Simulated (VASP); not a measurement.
Here is a VASP 6.6.1 calculation.

Contents of INCAR:

```
SYSTEM = Cd2InGaO4
PREC = Accurate
ENCUT = 700
EDIFF = 1E-6
ISMEAR = 0
SIGMA = 0.1
LREAL = .FALSE.
LASPH = .TRUE.
NELM = 120
ALGO = Normal
ISIF = 2
LWAVE = .FALSE.
LCHARG = .FALSE.
GGA = PE
NBANDS = 55
GGA_COMPAT = .FALSE.
```

The input KPOINTS:

```
Automatic mesh
0
G
  10 10 6
  0 0 0
```

Contents of POSCAR:

```
Cd2InGaO4
1.0
    4.1929955263      0.0000000000      0.0000000000
    0.0000000000      4.1929955263      0.0000000000
    0.0000000000      0.0000000000      6.3641024089
Cd In Ga O
2 1 1 4
Direct
    0.5000000000      0.5000000000      0.2578891462
    0.5000000000      0.5000000000      0.7421108538
    0.0000000000      0.0000000000      0.0000000000
    0.0000000000      0.0000000000      0.5000000000
    0.5000000000      0.0000000000      0.0000000000
    0.0000000000      0.5000000000      0.0000000000
    0.5000000000      0.0000000000      0.5000000000
    0.0000000000      0.5000000000      0.5000000000
```

Potentials or basis: VASP PAW PBE potentials, release 64 (Cd_sv_GW, In_d, Ga_d, O).

Run with:

```bash
$ cat potpaw_PBE.64/Cd_sv_GW/POTCAR potpaw_PBE.64/In_d/POTCAR potpaw_PBE.64/Ga_d/POTCAR potpaw_PBE.64/O/POTCAR > POTCAR
$ mpirun -np 1 vasp_std > vasp.out
```

Problem. What does it give for the band gap on the k mesh?

Solution. Zero (bands 45 and 46 overlap by 2.22 eV).

Problem. Estimate the pressure.

Solution. 0.1 GPa.

Stress tensor (GPa, compression positive):
```
 0.27  0.00  0.00
 0.00  0.27  0.00
 0.00  0.00 -0.21
```

Caveat: spin-orbit coupling is left out, which moves the levels of the heavy elements.
